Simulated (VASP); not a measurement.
Runs of VASP 6.6.1 on Sr. The structure is that of space group I4/mmm (No. 139), or close to it. The cells are those of the table. 

| cell | further INCAR settings | gap on the mesh (eV) | pressure (GPa) |
| --- | --- | --- | --- |
| a = 4.359, b = 4.359, c = 4.518 Å, angles 58.8, 58.8, 62.4°, 1 atom | ALGO = Fast; EDIFF = 1e-06; NBANDS = 11 | none | -1.0 |
| a = 4.304, b = 4.304, c = 4.410 Å, angles 59.2, 59.2, 61.6°, 1 atom | ALGO = Fast; EDIFF = 1e-07; NBANDS = 11 | none | (b) |
| a = 4.359, b = 4.359, c = 4.195 Å, angles 61.2, 61.2, 57.5°, 1 atom | ALGO = Fast; EDIFF = 1e-07; NBANDS = 11 | none | -0.3 |
| a = 4.196, b = 4.196, c = 4.303 Å, angles 59.2, 59.2, 61.7°, 1 atom | ALGO = Fast; EDIFF = 1e-06; NBANDS = 11 | none | 0.3 |
| a = 4.308, b = 4.308, c = 4.518 Å, angles 58.4, 58.4, 63.2°, 1 atom | ALGO = Fast; EDIFF = 1e-06; NBANDS = 11 | none | (a) |
| a = 4.308, b = 4.308, c = 4.087 Å, angles 61.7, 61.7, 56.6°, 1 atom | ALGO = Fast; EDIFF = 1e-07; NBANDS = 11 | none | 0.3 |
| a = 4.252, b = 4.252, c = 4.410 Å, angles 58.8, 58.8, 62.5°, 1 atom | ALGO = Fast; EDIFF = 1e-06; NBANDS = 11 | none | -0.3 |
| a = 4.411, b = 4.411, c = 4.518 Å, angles 59.2, 59.2, 61.6°, 1 atom | ALGO = Fast; EDIFF = 1e-06; NBANDS = 11 | none | -1.2 |
| a = 4.252, b = 4.252, c = 4.087 Å, angles 61.3, 61.3, 57.5°, 1 atom | ALGO = Fast; EDIFF = 1e-06; NBANDS = 11 | none | 0.7 |

Alike in all rows: task single point; level PBE; potentials or basis VASP PAW PBE potentials, release 64 (Sr_sv); no spin polarisation; k mesh 14 × 14 × 14; cutoff (eV) 520; smearing gaussian 0.15 eV.

**Question.** Fill in the values left out.

**Answer.** (a) -0.8; (b) -0.5.

A k mesh can miss the band edges, and the runs leave out spin-orbit coupling on Sr.

A gap of «none» marks levels without a gap at the run's occupations.
